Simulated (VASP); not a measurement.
# WSe2 (CdI2 type) (P-3m1) in VASP: notebook

The runs below take WSe2 (CdI2 type) through single point, with PBE.

Program: VASP 6.6.1. These are calculated values, not measurements. Logs are shortened: lines on timing, memory, paths and dates and some standing lists are left out, and cuts for length are marked.

**1. The cell of the first run**

Symmetry: P-3m1, No. 164, trigonal system. The conventional cell has a = 3.300 Å, b = 3.300 Å, c = 7.488 Å, α = 90.00°, β = 90.00°, γ = 120.00°. Within 3.4 Å of W (site symmetry -3m) lie 6 Se at 2.57 Å and 6 W at 3.30 Å. Se (site symmetry 3m) has 3 W at 2.57 Å and 6 Se at 3.30 Å within 3.4 Å.

**2. Single point, PBE**

INCAR reads:

```
ALGO = Normal ; EDIFF = 1E-7
ENCUT = 520 ; GGA = PE
ISIF = 2 ; ISMEAR = -1
LASPH = True ; LCHARG = False
LREAL = False ; LWAVE = False
NBANDS = 20 ; NELM = 80
PREC = Accurate ; SIGMA = 0.08
```

KPOINTS reads:

```
k-points
0
Gamma
  10 10 6
```

POSCAR reads:

```
WSe2
1.0
    3.2999214110      0.0000000000      0.0000000000
   -1.6499607055      2.8578157724      0.0000000000
    0.0000000000      0.0000000000      7.4879907098
W Se
1 2
Direct
    0.0000000000      0.0000000000      0.0000000000
    0.3333333333      0.6666666667      0.2294184600
    0.6666666667      0.3333333333      0.7705815400
```

Potentials or basis: VASP PAW PBE potentials, release 64 (W_sv, Se).

Launch:

```
$ cat potpaw_PBE.64/W_sv/POTCAR potpaw_PBE.64/Se/POTCAR > POTCAR
$ mpirun -np 1 vasp_std > vasp.out
```

OUTCAR:

```text
EDIFF = 1E-7
   ENCUT = 520
   GGA = PE
   ISIF = 2
   ISMEAR = -1
   LASPH = True
   LREAL = False
   NELM = 80
   PREC = Accurate

 ion  position               nearest neighbor table
   1  0.000  0.000  0.000-   2 2.57   3 2.57   2 2.57   3 2.57   3 2.57   2 2.57
   2  0.333  0.667  0.229-   1 2.57   1 2.57   1 2.57
   3  0.667  0.333  0.771-   1 2.57   1 2.57   1 2.57

  LATTYP: Found a hexagonal cell.
 ALAT       =     3.2999214110
 C/A-ratio  =     2.2691421332

  Lattice vectors:

 A1 = (   3.2999214110,   0.0000000000,   0.0000000000)
 A2 = (  -1.6499607055,   2.8578157724,   0.0000000000)
 A3 = (   0.0000000000,   0.0000000000,   7.4879907098)

Analysis of symmetry for initial positions (statically):
=====================================================================
 Subroutine PRICEL returns:
 Original cell was already a primitive cell.

 Routine SETGRP: Setting up the symmetry group for a
 hexagonal supercell.

 Subroutine GETGRP returns: Found 12 space group operations
 (whereof 12 operations were pure point group operations)
 out of a pool of 24 trial point group operations.

The static configuration has the point symmetry D_3d.

Analysis of symmetry for dynamics (positions and initial velocities):
=====================================================================
 Subroutine PRICEL returns:
 Original cell was already a primitive cell.

 Routine SETGRP: Setting up the symmetry group for a
 hexagonal supercell.

 Subroutine GETGRP returns: Found 12 space group operations
 (whereof 12 operations were pure point group operations)
 out of a pool of 24 trial point group operations.

The dynamic configuration has the point symmetry D_3d.

 Subroutine INISYM returns: Found 12 space group operations
 (whereof 12 operations are pure point group operations),
 and found     1 'primitive' translations

----------------------------------------------------------------------------------------

                                     Primitive cell

  volume of cell :      70.6160

  direct lattice vectors                    reciprocal lattice vectors
     3.299921411  0.000000000  0.000000000     0.303037520  0.174958794  0.000000000
    -1.649960706  2.857815772  0.000000000     0.000000000  0.349917587  0.000000000
     0.000000000  0.000000000  7.487990710     0.000000000  0.000000000  0.133547174

  length of vectors
     3.299921411  3.299921411  7.487990710     0.349917587  0.349917587  0.133547174

  position of ions in fractional coordinates (direct lattice)
     0.000000000  0.000000000  0.000000000
     0.333333333  0.666666667  0.229418460
     0.666666667  0.333333333  0.770581540

  ion indices of the primitive-cell ions
   primitive index   ion index
                 1           1
                 2           2
                 3           3

----------------------------------------------------------------------------------------

 KPOINTS: k-points

Automatic generation of k-mesh.
 Grid dimensions read from file:
 generate k-points for:   10   10    6

 Generating k-lattice:

  Cartesian coordinates                     Fractional coordinates (reciprocal lattice)
     0.030303752  0.017495879  0.000000000     0.100000000  0.000000000  0.000000000
     0.000000000  0.034991759  0.000000000     0.000000000  0.100000000  0.000000000
     0.000000000  0.000000000  0.022257862     0.000000000  0.000000000  0.166666667

  Length of vectors
     0.034991759  0.034991759  0.022257862

  Shift w.r.t. Gamma in fractional coordinates (k-lattice)
     0.000000000  0.000000000  0.000000000

 Subroutine IBZKPT returns following result:
 ===========================================

 Found     72 irreducible k-points:

 Following reciprocal coordinates:
            Coordinates               Weight
  0.000000  0.000000  0.000000      1.000000
  0.100000  0.000000  0.000000      6.000000
  0.200000  0.000000  0.000000      6.000000
  0.300000  0.000000  0.000000      6.000000
  0.400000  0.000000  0.000000      6.000000
  0.500000  0.000000  0.000000      3.000000
[... 16 lines left out ...]
  0.000000  0.400000  0.166667      6.000000
  0.500000  0.000000  0.166667      6.000000
 [... further k-points ...]
   k-points           NKPTS =     72   k-points in BZ     NKDIM =     72   number of bands    NBANDS=     20
   number of dos      NEDOS =    301   number of ions     NIONS =      3
   total plane-waves  NPLWV =  43904
   dimension x,y,z NGX =    28 NGY =   28 NGZ =   56
   dimension x,y,z NGXF=    56 NGYF=   56 NGZF=  112
   ions per type =               1   2
   NGX,Y,Z   is equivalent  to a cutoff of  14.11, 14.11, 12.43 a.u.
   NGXF,Y,Z  is equivalent  to a cutoff of  28.21, 28.21, 24.87 a.u.
 SYSTEM =  unknown system
   PREC   = accura    normal or accurate (medium, high low for compatibility)
   ISTART =      0    job   : 0-new  1-cont  2-samecut
   ICHARG =      2    charge: 1-file 2-atom 10-const
   ISPIN  =      1    spin polarized calculation?
   LNONCOLLINEAR =      F non collinear calculations
   LSORBIT =      F    spin-orbit coupling
   LASPH  =      T    aspherical Exc in radial PAW
   ENCUT  =  520.0 eV  38.22 Ry    6.18 a.u.   6.14  6.14 13.92*2*pi/ulx,y,z
   NELM   =     80;   NELMIN=  2; NELMDL= -5     # of ELM steps
   EDIFF  = 0.1E-06   stopping-criterion for ELM
   LREAL  =      F    real-space projection
   EDIFFG = 0.1E-05   stopping-criterion for IOM
   NSW    =      0    number of steps for IOM
   IBRION =     -1    ionic relax: 0-MD 1-quasi-New 2-CG
   NFREE  =      0    steps in history (QN), initial steepest desc. (CG)
   ISIF   =      2    stress and relaxation
   ISYM   =      2    0-nonsym 1-usesym 2-fastsym
   POTIM  = 0.5000    time-step for ionic-motion
   TEBEG  =    0.0;   TEEND  =   0.0 temperature during run
   PSTRESS=    0.0 pullay stress
   NELECT =      26.0000    total number of electrons
   NUPDOWN=      -1.0000    fix difference up-down
   EMIN   =  10.00;   EMAX   =-10.00  energy-range for DOS
   EFERMI =   0.00;   METHOD = LEGACY
   ISMEAR =    -1;   SIGMA  =   0.08  broadening in eV -4-tet -1-fermi 0-gaus
   EFERMI_NEDOS =   21; number of points for ismear=-14 and -15
   IALGO  =     38    algorithm
   IMIX   =      4    mixing-type and parameters
     AMIX     =   0.40;   BMIX     =  1.00
     AMIX_MAG =   1.60;   BMIX_MAG =  1.00
  volume/ion in A,a.u.               =      23.54       158.85
  Fermi-wavevector in a.u.,A,eV,Ry     =   1.173361  2.217330 18.732169  1.376776
  Thomas-Fermi vector in A             =   2.309775
   LORBIT       =      0    0 simple, 1 ext, 2 COOP (PROOUT), +10 PAW based schemes
   GGA     = PE    functional components
   LHFCALC =     F    Hartree Fock is set to
   AEXX    =    0.0000 exact exchange contribution
   IVDW    =     0    specifies the selected vdW correction
   LEPSILON=     F    determine dielectric tensor
   LRPA    =     F    only Hartree local field effects (RPA)
 non-spin polarized calculation
  energy-cutoff  :      520.00
  volume of cell :       70.62
 maximum number of plane-waves:      1922
 NGX is ok and might be reduce to    28
   NGX = 13   NGY = 13   NGZ = 27

 number of electron      26.0000002 magnetization

 Free energy of the ion-electron system (eV)
  ---------------------------------------------------
  ext. energy  EPLUGINS =         0.00000000
  ---------------------------------------------------
  free energy    TOTEN  =       -20.87701359 eV

  energy without entropy =      -20.85500600  energy(sigma->0) =      -20.86600980

 E-fermi :   5.2232     XC(G=0):  -9.7655

 val. band max:        5.1569052377   @ k =   0.2000   0.2000   0.3333
 cond. band min:       5.2778822829   @ k =   0.2000   0.2000   0.1667
 fundamental gap:      0.1209770452
 Fermi energy:         5.2231579777

 k-point     1 :       0.0000    0.0000    0.0000
  band No.  band energies     occupation
      1     -69.6673      2.00000
      2     -33.8148      2.00000
      3     -33.8135      2.00000
      4     -33.8135      2.00000
      5     -10.2137      2.00000
      6      -9.0906      2.00000
[... 12 lines left out ...]
     19      11.0660      0.00000
     20      13.5593      0.00000

 k-point     2 :       0.1000    0.0000    0.0000
  band No.  band energies     occupation
      1     -69.6663      2.00000
      2     -33.8347      2.00000
      3     -33.8185      2.00000
      4     -33.8109      2.00000
      5     -10.0609      2.00000
      6      -9.0222      2.00000
[... 12 lines left out ...]
     19      11.9088      0.00000
     20      13.6541      0.00000

 k-point     3 :       0.2000    0.0000    0.0000
  band No.  band energies     occupation
      1     -69.6639      2.00000
      2     -33.8898      2.00000
      3     -33.8316      2.00000
      4     -33.8005      2.00000
      5      -9.6308      2.00000
      6      -8.8310      2.00000
[... 12 lines left out ...]
     19      12.5601      0.00000
     20      12.8218      0.00000

 k-point     4 :       0.3000    0.0000    0.0000
  band No.  band energies     occupation
      1     -69.6609      2.00000
      2     -33.9572      2.00000
      3     -33.8478      2.00000
      4     -33.7876      2.00000
      5      -9.0307      2.00000
      6      -8.5487      2.00000
[... 12 lines left out ...]
     19      11.7168      0.00000
     20      11.8204      0.00000

 k-point     5 :       0.4000    0.0000    0.0000
  band No.  band energies     occupation
      1     -69.6585      2.00000
      2     -34.0111      2.00000
      3     -33.8608      2.00000
      4     -33.7772      2.00000
      5      -8.5555      2.00000
      6      -8.1598      2.00000
[... 12 lines left out ...]
     19      10.5807      0.00000
     20      11.9303      0.00000

 k-point     6 :       0.5000    0.0000    0.0000
  band No.  band energies     occupation
      1     -69.6576      2.00000
      2     -34.0316      2.00000
      3     -33.8657      2.00000
      4     -33.7732      2.00000
      5      -8.4193      2.00000
      6      -7.9065      2.00000
[... 12 lines left out ...]
     19      10.5850      0.00000
     20      11.9059      0.00000

 k-point     7 :       0.1000    0.1000    0.0000
  band No.  band energies     occupation
      1     -69.6647      2.00000
      2     -33.8713      2.00000
      3     -33.8291      2.00000
      4     -33.8037      2.00000
      5      -9.7686      2.00000
      6      -8.8927      2.00000
[... 12 lines left out ...]
     19      13.0494      0.00000
     20      13.3485      0.00000
[... 277 lines left out ...]
 k-point    20 :       0.3000    0.0000    0.1667
  band No.  band energies     occupation
      1     -69.6609      2.00000
      2     -33.9572      2.00000
      3     -33.8478      2.00000
      4     -33.7876      2.00000
      5      -9.0162      2.00000
      6      -8.5671      2.00000
[... 12 lines left out ...]
     19      11.3975      0.00000
     20      11.8964      0.00000

 k-point    21 :       0.0000    0.3000    0.1667
  band No.  band energies     occupation
      1     -69.6609      2.00000
      2     -33.9572      2.00000
      3     -33.8478      2.00000
      4     -33.7876      2.00000
      5      -9.0305      2.00000
      6      -8.5485      2.00000
[... 12 lines left out ...]
     19      11.5576      0.00000
     20      12.5865      0.00000

 k-point    22 :       0.4000    0.0000    0.1667
  band No.  band energies     occupation
      1     -69.6585      2.00000
      2     -34.0111      2.00000
      3     -33.8608      2.00000
      4     -33.7772      2.00000
      5      -8.5460      2.00000
      6      -8.1715      2.00000
[... 12 lines left out ...]
     19      10.2868      0.00000
     20      11.7277      0.00000

 k-point    23 :       0.0000    0.4000    0.1667
  band No.  band energies     occupation
      1     -69.6585      2.00000
      2     -34.0111      2.00000
      3     -33.8608      2.00000
      4     -33.7772      2.00000
      5      -8.5664      2.00000
      6      -8.1458      2.00000
[... 12 lines left out ...]
     19      10.5462      0.00000
     20      12.4576      0.00000

 k-point    24 :       0.5000    0.0000    0.1667
  band No.  band energies     occupation
      1     -69.6576      2.00000
      2     -34.0316      2.00000
      3     -33.8657      2.00000
      4     -33.7732      2.00000
      5      -8.4229      2.00000
      6      -7.9016      2.00000
[... 12 lines left out ...]
     19      10.2643      0.00000
     20      11.7352      0.00000

 [... further k-points ...]
[... 5 lines left out ...]
  --------------------------------------------------------------------------------------
  -------------------------------------------------------------------------------------
  Total        0.0816837      0.0816837      0.1066088      0.0000000      0.0000000      0.0000000
  in kB        1.8532876      1.8532876      2.4188033      0.0000000      0.0000000      0.0000000
  external PRESSURE =       2.0417928 kB  Pullay stress =       0.0000000 kB

 VOLUME and BASIS-vectors are now :
 -----------------------------------------------------------------------------
  energy-cutoff  :      520.00
  volume of cell :       70.62
      direct lattice vectors                 reciprocal lattice vectors
     3.299921411  0.000000000  0.000000000     0.303037520  0.174958794  0.000000000
    -1.649960706  2.857815772  0.000000000     0.000000000  0.349917587  0.000000000
     0.000000000  0.000000000  7.487990710     0.000000000  0.000000000  0.133547174

 POSITION                                       TOTAL-FORCE (eV/Angst)
 -----------------------------------------------------------------------------------
      0.00000      0.00000      0.00000         0.000000      0.000000      0.000000
     -0.00000      1.90521      1.71788         0.000000     -0.000000      0.033035
      1.64996      0.95261      5.77011        -0.000000      0.000000     -0.033035
 -----------------------------------------------------------------------------------
    total drift:                                0.000000      0.000000      0.000000

  FREE ENERGIE OF THE ION-ELECTRON SYSTEM (eV)
  ---------------------------------------------------
  free  energy   TOTEN  =       -20.8770135949 eV

  energy  without entropy=      -20.8550060007  energy(sigma->0) =      -20.86600980
```

It took 2.6 min on 1 thread of Intel Xeon 8259CL, shared host; peak memory 0.26 GiB.

Results:

```
Free energy            : -20.8770 eV
Pressure               : 0.2 GPa
Largest force          : 0.033 eV/Å
Band gap on the k mesh : zero (bands 13 and 14 overlap by 0.47 eV)
```

Forces on the atoms (eV/Å):
```
W    0.000  0.000  0.000
Se   0.000  0.000  0.033
Se   0.000  0.000 -0.033
```

Caveat: spin-orbit coupling is left out, which moves the levels of the heavy elements; this functional lacks dispersion, which binds layers or chains, so the pressure and a relaxed spacing across them are unreliable.

**3. Single point, PBE**

INCAR reads:

```
SYSTEM = WSe2
PREC = Accurate ; ENCUT = 520
EDIFF = 1E-7 ; ISMEAR = -1
SIGMA = 0.08 ; LREAL = .FALSE.
LASPH = .TRUE. ; NELM = 60
ALGO = Normal ; ISIF = 2
LWAVE = .FALSE. ; LCHARG = .FALSE.
GGA = PE ; NBANDS = 20
```

KPOINTS reads:

```
Automatic mesh
0
G
  10 10 6
  0 0 0
```

POSCAR is that of step 2.

Potentials or basis: VASP PAW PBE potentials, release 64 (W_sv, Se).

Launch:

```
$ cat potpaw_PBE.64/W_sv/POTCAR potpaw_PBE.64/Se/POTCAR > POTCAR
$ mpirun -np 1 vasp_std > vasp.out
```

Wall time 2.7 min (1 thread of Intel Xeon 8259CL, shared host); peak memory 0.26 GiB.

The run converged. Its results:

| Quantity | Value |
| --- | --- |
| Free energy | -20.8770 eV |
| Pressure | 0.2 GPa |
| Largest force | 0.033 eV/Å |
| Band gap on the k mesh | zero (bands 13 and 14 overlap by 0.47 eV) |

Forces on the atoms (eV/Å):
```
W    0.000  0.000  0.000
Se   0.000  0.000  0.033
Se   0.000  0.000 -0.033
```

Levels at points of the mesh, in eV from the Fermi level:
```csv
k point,band 9,band 10,band 11,band 12,band 13,band 14,band 15,band 16,band 17,band 18
"(0.00, 0.00, 0.00)",-3.35,-2.79,-1.51,-0.68,-0.68,0.19,0.19,3.36,3.36,3.91
"(0.50, 0.00, 0.00)",-4.85,-3.67,-3.25,-2.19,-1.50,1.44,1.84,3.17,3.53,4.54
"(0.00, 0.00, 0.50)",-3.35,-3.35,-0.96,-0.68,-0.68,0.18,0.18,3.40,3.40,5.55
"(0.50, 0.00, 0.50)",-4.87,-3.69,-2.94,-2.33,-1.46,1.44,1.93,3.41,3.70,3.81
```

Caveat: spin-orbit coupling is left out, which moves the levels of the heavy elements; this functional lacks dispersion, which binds layers or chains, so the pressure and a relaxed spacing across them are unreliable.

The gap in the log of VASP goes by the Fermi energy; the results here count the filled bands.